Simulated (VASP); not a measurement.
Set up this calculation in VASP 6.6.1, as the native input.

```
Task                   : single point
Functional             : PBE
Potentials or basis    : VASP PAW PBE potentials, release 64 (As, Ga_d)
Cutoff                 : 520 eV
k mesh                 : 9 × 9 × 1
Occupations            : gaussian, width 0.05 eV
Spin                   : no spin polarisation
Dipole correction      : yes
Further INCAR settings : ALGO = Normal; EDIFF = 1e-06; NBANDS = 48
```

The structure of Ga4As5 lies in POSCAR:

```
Ga4As5
1.0
    4.0626003765      0.0000000000      0.0000000000
    0.0000000000      4.0626003765      0.0000000000
    0.0000000000      0.0000000000     26.4907691018
As Ga
5 4
Direct
    0.0000000000      0.5000000000      0.2837879075
    0.5000000000      0.0000000000      0.3922289408
    0.0000000000      0.5000000000      0.4999999966
    0.5000000000      0.0000000000      0.6077710290
    0.0000000000      0.5000000000      0.7162120500
    0.5000000000      0.5000000000      0.3364120917
    0.0000000000      0.0000000000      0.4454645134
    0.5000000000      0.5000000000      0.5545356696
    0.0000000000      0.0000000000      0.6635878014
```

One way to write it, as run:

INCAR

```
PREC = Accurate
ENCUT = 520
EDIFF = 1E-6
ISMEAR = 0
SIGMA = 0.05
LREAL = False
LASPH = True
NELM = 100
ALGO = Normal
ISIF = 2
LWAVE = False
LCHARG = False
LDIPOL = True
IDIPOL = 3
DIPOL = 0.5 0.5 0.500
GGA = PE
NBANDS = 48
```

KPOINTS

```
regular mesh
0
Gamma
  9 9 1
```

Potentials or basis: VASP PAW PBE potentials, release 64 (As, Ga_d).

Run with:

```bash
$ cat potpaw_PBE.64/As/POTCAR potpaw_PBE.64/Ga_d/POTCAR > POTCAR
$ mpirun -np 1 vasp_std > vasp.out
```

It gave:

The largest force is 0.030 eV/Å and the band gap on the k mesh is zero (an odd number of electrons rules out a gap without spin polarisation).

It took 16 min on 1 thread of Intel Xeon 8259CL, on a shared host, peak memory 0.57 GiB.
